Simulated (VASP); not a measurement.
# Nb (Im-3m) in VASP: further runs

Nb is run at these levels: PBE; tasks: single point.

Program: VASP 6.6.1. These are calculated values, not measurements. Logs are shortened: lines on timing, memory, paths and dates and some standing lists are left out, and cuts for length are marked.

## 1. The cell of the first run

Symmetry: Im-3m, No. 229, cubic system. Conventional cell: a = 3.355 Å, b = 3.355 Å, c = 3.355 Å, α = 90.00°, β = 90.00°, γ = 90.00°. Within 3.8 Å of Nb (site symmetry m-3m) lie 14 Nb at 2.91 to 3.36 Å.

## 2. Single point, PBE (volume scaled by 1.025)

INCAR

```
PREC = Accurate ; ENCUT = 520
EDIFF = 1E-6 ; ISMEAR = -1
SIGMA = 0.03 ; LREAL = F
LASPH = T ; NELM = 60
ALGO = Normal ; ISIF = 2
LWAVE = F ; LCHARG = F
GGA = PE ; NBANDS = 12
```

KPOINTS

```
Automatic mesh
0
Gamma
  15 15 15
```

POSCAR

```
Nb
1.0
   -1.6777022765      1.6777022765      1.6777022765
    1.6777022765     -1.6777022765      1.6777022765
    1.6777022765      1.6777022765     -1.6777022765
Nb
1
Direct
    0.0000000000      0.0000000000      0.0000000000
```

Potentials or basis: VASP PAW PBE potentials, release 64 (Nb_sv).

Run with:

```
$ cat potpaw_PBE.64/Nb_sv/POTCAR > POTCAR
$ mpirun -np 1 vasp_std > vasp.out
```

OUTCAR:

```text
PREC = Accurate
   ENCUT = 520
   EDIFF = 1E-6
   ISMEAR = -1
   LREAL = F
   LASPH = T
   NELM = 60
   ISIF = 2
   GGA = PE

 ion  position               nearest neighbor table
   1  0.000  0.000  0.000-

  LATTYP: Found a body centered cubic cell.
 ALAT       =     3.3554045530

  Lattice vectors:

 A1 = (  -1.6777022765,   1.6777022765,   1.6777022765)
 A2 = (   1.6777022765,  -1.6777022765,   1.6777022765)
 A3 = (   1.6777022765,   1.6777022765,  -1.6777022765)

Analysis of symmetry for initial positions (statically):
=====================================================================
 Subroutine PRICEL returns:
 Original cell was already a primitive cell.

 Routine SETGRP: Setting up the symmetry group for a
 body centered cubic supercell.

 Subroutine GETGRP returns: Found 48 space group operations
 (whereof 48 operations were pure point group operations)
 out of a pool of 48 trial point group operations.

The static configuration has the point symmetry O_h .

Analysis of symmetry for dynamics (positions and initial velocities):
=====================================================================
 Subroutine PRICEL returns:
 Original cell was already a primitive cell.

 Routine SETGRP: Setting up the symmetry group for a
 body centered cubic supercell.

 Subroutine GETGRP returns: Found 48 space group operations
 (whereof 48 operations were pure point group operations)
 out of a pool of 48 trial point group operations.

The dynamic configuration has the point symmetry O_h .

 Subroutine INISYM returns: Found 48 space group operations
 (whereof 48 operations are pure point group operations),
 and found     1 'primitive' translations

----------------------------------------------------------------------------------------

                                     Primitive cell

  volume of cell :      18.8888

  direct lattice vectors                    reciprocal lattice vectors
    -1.677702277  1.677702277  1.677702277     0.000000000  0.298026656  0.298026656
     1.677702277 -1.677702277  1.677702277     0.298026656  0.000000000  0.298026656
     1.677702277  1.677702277 -1.677702277     0.298026656  0.298026656  0.000000000

  length of vectors
     2.905865583  2.905865583  2.905865583     0.421473340  0.421473340  0.421473340

  position of ions in fractional coordinates (direct lattice)
     0.000000000  0.000000000  0.000000000

  ion indices of the primitive-cell ions
   primitive index   ion index
                 1           1

----------------------------------------------------------------------------------------

 KPOINTS: Automatic mesh

Automatic generation of k-mesh.
 Grid dimensions read from file:
 generate k-points for:   15   15   15

 Generating k-lattice:

  Cartesian coordinates                     Fractional coordinates (reciprocal lattice)
     0.000000000  0.019868444  0.019868444     0.066666667  0.000000000  0.000000000
     0.019868444  0.000000000  0.019868444     0.000000000  0.066666667  0.000000000
     0.019868444  0.019868444  0.000000000     0.000000000  0.000000000  0.066666667

  Length of vectors
     0.028098223  0.028098223  0.028098223

  Shift w.r.t. Gamma in fractional coordinates (k-lattice)
     0.000000000  0.000000000  0.000000000

 Subroutine IBZKPT returns following result:
 ===========================================

 Found    120 irreducible k-points:

 Following reciprocal coordinates:
            Coordinates               Weight
  0.000000  0.000000  0.000000      1.000000
  0.066667  0.000000  0.000000     12.000000
  0.133333  0.000000  0.000000     12.000000
  0.200000  0.000000  0.000000     12.000000
  0.266667  0.000000  0.000000     12.000000
  0.333333  0.000000  0.000000     12.000000
[... 16 lines left out ...]
  0.333333  0.200000  0.000000     48.000000
  0.400000  0.200000  0.000000     24.000000
 [... further k-points ...]
   k-points           NKPTS =    120   k-points in BZ     NKDIM =    120   number of bands    NBANDS=     12
   number of dos      NEDOS =    301   number of ions     NIONS =      1
   total plane-waves  NPLWV =  13824
   dimension x,y,z NGX =    24 NGY =   24 NGZ =   24
   dimension x,y,z NGXF=    48 NGYF=   48 NGZF=   48
   ions per type =               1
   NGX,Y,Z   is equivalent  to a cutoff of  13.73, 13.73, 13.73 a.u.
   NGXF,Y,Z  is equivalent  to a cutoff of  27.46, 27.46, 27.46 a.u.
 SYSTEM =  unknown system
   PREC   = accura    normal or accurate (medium, high low for compatibility)
   ISTART =      0    job   : 0-new  1-cont  2-samecut
   ICHARG =      2    charge: 1-file 2-atom 10-const
   ISPIN  =      1    spin polarized calculation?
   LNONCOLLINEAR =      F non collinear calculations
   LSORBIT =      F    spin-orbit coupling
   LASPH  =      T    aspherical Exc in radial PAW
   ENCUT  =  520.0 eV  38.22 Ry    6.18 a.u.   5.40  5.40  5.40*2*pi/ulx,y,z
   NELM   =     60;   NELMIN=  2; NELMDL= -5     # of ELM steps
   EDIFF  = 0.1E-05   stopping-criterion for ELM
   LREAL  =      F    real-space projection
   EDIFFG = 0.1E-04   stopping-criterion for IOM
   NSW    =      0    number of steps for IOM
   IBRION =     -1    ionic relax: 0-MD 1-quasi-New 2-CG
   NFREE  =      0    steps in history (QN), initial steepest desc. (CG)
   ISIF   =      2    stress and relaxation
   ISYM   =      2    0-nonsym 1-usesym 2-fastsym
   POTIM  = 0.5000    time-step for ionic-motion
   TEBEG  =    0.0;   TEEND  =   0.0 temperature during run
   PSTRESS=    0.0 pullay stress
   NELECT =      13.0000    total number of electrons
   NUPDOWN=      -1.0000    fix difference up-down
   EMIN   =  10.00;   EMAX   =-10.00  energy-range for DOS
   EFERMI =   0.00;   METHOD = LEGACY
   ISMEAR =    -1;   SIGMA  =   0.03  broadening in eV -4-tet -1-fermi 0-gaus
   EFERMI_NEDOS =   21; number of points for ismear=-14 and -15
   IALGO  =     38    algorithm
   IMIX   =      4    mixing-type and parameters
     AMIX     =   0.40;   BMIX     =  1.00
     AMIX_MAG =   1.60;   BMIX_MAG =  1.00
  volume/ion in A,a.u.               =      18.89       127.47
  Fermi-wavevector in a.u.,A,eV,Ry     =   1.445399  2.731408 28.424993  2.089178
  Thomas-Fermi vector in A             =   2.563585
   LORBIT       =      0    0 simple, 1 ext, 2 COOP (PROOUT), +10 PAW based schemes
   GGA     = PE    functional components
   LHFCALC =     F    Hartree Fock is set to
   AEXX    =    0.0000 exact exchange contribution
   IVDW    =     0    specifies the selected vdW correction
   LEPSILON=     F    determine dielectric tensor
   LRPA    =     F    only Hartree local field effects (RPA)
 non-spin polarized calculation
  energy-cutoff  :      520.00
  volume of cell :       18.89
 maximum number of plane-waves:       531
 NGX is ok and might be reduce to    24
   NGX = 11   NGY = 11   NGZ = 11

 number of electron      12.9999999 magnetization

 Free energy of the ion-electron system (eV)
  ---------------------------------------------------
  ext. energy  EPLUGINS =         0.00000000
  ---------------------------------------------------
  free energy    TOTEN  =       -10.20120047 eV

  energy without entropy =      -10.19563968  energy(sigma->0) =      -10.19842007

 E-fermi :  10.5437     XC(G=0): -12.2571

 val. band max:       10.5429309007   @ k =  -0.4000  -0.4667   0.2000
 cond. band min:      10.5670048599   @ k =  -0.2667   0.3333   0.1333
 fundamental gap:      0.0240739593
 Fermi energy:        10.5437411384

 k-point     1 :       0.0000    0.0000    0.0000
  band No.  band energies     occupation
      1     -43.9120      2.00000
      2     -19.3029      2.00000
      3     -19.3029      2.00000
      4     -19.3029      2.00000
      5       4.6754      2.00000
      6      10.9023      0.00001
      7      10.9023      0.00001
      8      10.9023      0.00001
      9      13.6567      0.00000
     10      13.6567      0.00000
     11      24.6125      0.00000
     12      24.6125      0.00000

 k-point     2 :       0.0667    0.0000    0.0000
  band No.  band energies     occupation
      1     -43.9034      2.00000
      2     -19.3569      2.00000
      3     -19.3195      2.00000
      4     -19.3033      2.00000
      5       4.8494      2.00000
      6      10.7973      0.00043
      7      10.8771      0.00003
      8      11.0672      0.00000
      9      13.4994      0.00000
     10      13.6580      0.00000
     11      24.7499      0.00000
     12      24.9133      0.00000

 k-point     3 :       0.1333    0.0000    0.0000
  band No.  band energies     occupation
      1     -43.8790      2.00000
      2     -19.5077      2.00000
      3     -19.3661      2.00000
      4     -19.3043      2.00000
      5       5.3396      2.00000
      6      10.5160      1.43228
      7      10.7618      0.00139
      8      11.5528      0.00000
      9      13.2082      0.00000
     10      13.6726      0.00000
     11      25.0390      0.00000
     12      25.7763      0.00000
[... 286 lines left out ...]
 k-point    23 :       0.3333    0.2000    0.0000
  band No.  band energies     occupation
      1     -43.7012      2.00000
      2     -20.3103      2.00000
      3     -19.8120      2.00000
      4     -19.4198      2.00000
      5       7.9679      2.00000
      6       9.2185      2.00000
      7      10.5907      0.34562
      8      13.4597      0.00000
      9      14.4809      0.00000
     10      17.9392      0.00000
     11      21.3930      0.00000
     12      23.3534      0.00000

 k-point    24 :       0.4000    0.2000    0.0000
  band No.  band energies     occupation
      1     -43.6940      2.00000
      2     -20.3293      2.00000
      3     -19.8436      2.00000
      4     -19.4222      2.00000
      5       7.9292      2.00000
      6       9.2040      2.00000
      7      10.7793      0.00078
      8      13.5308      0.00000
      9      14.5847      0.00000
     10      18.5196      0.00000
     11      20.8273      0.00000
     12      22.9476      0.00000

 [... further k-points ...]
[... 5 lines left out ...]
  --------------------------------------------------------------------------------------
  -------------------------------------------------------------------------------------
  Total       -0.7778347     -0.7778347     -0.7778347      0.0000000      0.0000000     -0.0000000
  in kB      -65.9770981    -65.9770981    -65.9770981      0.0000000      0.0000000     -0.0000000
  external PRESSURE =     -65.9770981 kB  Pullay stress =       0.0000000 kB

 VOLUME and BASIS-vectors are now :
 -----------------------------------------------------------------------------
  energy-cutoff  :      520.00
  volume of cell :       18.89
      direct lattice vectors                 reciprocal lattice vectors
    -1.677702277  1.677702277  1.677702277     0.000000000  0.298026656  0.298026656
     1.677702277 -1.677702277  1.677702277     0.298026656  0.000000000  0.298026656
     1.677702277  1.677702277 -1.677702277     0.298026656  0.298026656  0.000000000

 POSITION                                       TOTAL-FORCE (eV/Angst)
 -----------------------------------------------------------------------------------
      0.00000      0.00000      0.00000        -0.000000      0.000000      0.000000
 -----------------------------------------------------------------------------------
    total drift:                                0.000000      0.000000      0.000000

  FREE ENERGIE OF THE ION-ELECTRON SYSTEM (eV)
  ---------------------------------------------------
  free  energy   TOTEN  =       -10.2012004678 eV

  energy  without entropy=      -10.1956396790  energy(sigma->0) =      -10.19842007
```

Run time: 21 s. Hardware: 1 thread of Intel Xeon Platinum 8259CL at 2.50GHz (Skylake/Cascade Lake), shared host; peak memory 0.16 GiB.

Results:

```
Free energy : -10.2012 eV
Pressure    : -6.6 GPa
```

Caveat: the cell differs from its parent crystal (volume scaled by 1.025).

## 3. Single point, PBE (volume scaled by 1.05)

INCAR

```
SYSTEM = Nb
ALGO = Normal
EDIFF = 1E-7
ENCUT = 520
GGA = PE
ISIF = 2
ISMEAR = -1
LASPH = .TRUE.
LCHARG = .FALSE.
LREAL = .FALSE.
LWAVE = .FALSE.
NBANDS = 12
NELM = 100
PREC = Accurate
SIGMA = 0.03
```

KPOINTS

```
k-points
0
G
  15 15 15
  0 0 0
```

POSCAR

```
Nb
1.0
   -1.6912327179      1.6912327179      1.6912327179
    1.6912327179     -1.6912327179      1.6912327179
    1.6912327179      1.6912327179     -1.6912327179
Nb
1
Direct
    0.0000000000      0.0000000000      0.0000000000
```

Potentials or basis: VASP PAW PBE potentials, release 64 (Nb_sv).

Run with:

```
$ cat potpaw_PBE.64/Nb_sv/POTCAR > POTCAR
$ mpirun -np 1 vasp_std > vasp.out
```

It took 25 s on 1 thread of Intel Xeon Platinum 8259CL at 2.50GHz (Skylake/Cascade Lake), shared host; peak memory 0.15 GiB.

It converged, with:

- Free energy: -10.1776 eV
- Pressure: -9.9 GPa

Levels at points of the mesh, in eV from the Fermi level:
| k point | band 3 | band 4 | band 5 | band 6 | band 7 | band 8 | band 9 | band 10 |
| --- | --- | --- | --- | --- | --- | --- | --- | --- |
| (0.00, 0.00, 0.00) | -29.93 | -29.93 | -5.82 | 0.36 | 0.36 | 0.36 | 3.04 | 3.04 |

Caveat: the cell differs from its parent crystal (volume scaled by 1.05).

## 4. Single point, PBE

This run uses another cell than the first one, of 18.43 Å³/atom, 0.976 times its volume.

INCAR

```
SYSTEM = Nb
PREC = Accurate ; ENCUT = 520
EDIFF = 1E-6 ; ISMEAR = -1
SIGMA = 0.03 ; LREAL = .FALSE.
LASPH = .TRUE. ; NELM = 100
ALGO = Normal ; ISIF = 2
LWAVE = .FALSE. ; LCHARG = .FALSE.
GGA = PE ; NBANDS = 12
```

KPOINTS

```
regular mesh
0
G
  15 15 15
  0 0 0
```

POSCAR

```
Nb
1.0
   -1.6639500000      1.6639500000      1.6639500000
    1.6639500000     -1.6639500000      1.6639500000
    1.6639500000      1.6639500000     -1.6639500000
Nb
1
Direct
    0.0000000000      0.0000000000      0.0000000000
```

Run with:

```
$ cat potpaw_PBE.64/Nb_sv/POTCAR > POTCAR
$ mpirun -np 1 vasp_std > vasp.out
```

It took 26 s on 1 thread of Intel Xeon 8259CL, shared host; peak memory 0.15 GiB.

The run converged. Its results:

```
Free energy : -10.2145 eV
Pressure    : -2.8 GPa
```

Levels at points of the mesh, in eV from the Fermi level:
```tsv
k point	band 3	band 4	band 5	band 6	band 7	band 8	band 9	band 10
(0.00, 0.00, 0.00)	-29.76	-29.76	-5.92	0.36	0.36	0.36	3.19	3.19
```

## 5. Single point, PBE

This run uses another cell than the first one, of 18.43 Å³/atom, 0.976 times its volume.

INCAR

```
  PREC = Accurate
  ENCUT = 520
  EDIFF = 1E-6
  ISMEAR = -1
  SIGMA = 0.03
  LREAL = F
  LASPH = T
  NELM = 80
  ALGO = Normal
  ISIF = 2
  LWAVE = F
  LCHARG = F
  GGA = PE
  NBANDS = 12
```

KPOINTS

```
regular mesh
0
Gamma
  15 15 15
```

POSCAR is that of step 4.

Run with:

```
$ cat potpaw_PBE.64/Nb_sv/POTCAR > POTCAR
$ mpirun -np 1 vasp_std > vasp.out
```

Wall time 29 s (1 thread of Intel Xeon 8259CL, shared host); peak memory 0.16 GiB.

Results (log left out):

* Free energy: -10.2145 eV
* Pressure: -2.8 GPa

Levels at points of the mesh, in eV from the Fermi level:
| k point | band 4 | band 5 | band 6 | band 7 | band 8 | band 9 |
| --- | --- | --- | --- | --- | --- | --- |
| (0.00, 0.00, 0.00) | -29.76 | -5.92 | 0.36 | 0.36 | 0.36 | 3.19 |

## 6. Overview

```csv
cell,gap on the mesh (eV),pressure (GPa)
"a = 2.906 Å, angles 109.5°, 1 atom",none,-6.6
"a = 2.929 Å, angles 109.5°, 1 atom",none,-9.9
"a = 2.882 Å, angles 109.5°, 1 atom",none,-2.8
```

Alike in all rows: task single point; level PBE; potentials or basis VASP PAW PBE potentials, release 64 (Nb_sv); no spin polarisation; k mesh 15 × 15 × 15; cutoff (eV) 520; smearing fermi-dirac 0.03 eV.

Total energies depend on the potentials used, so only differences within one code and one set of settings carry meaning.
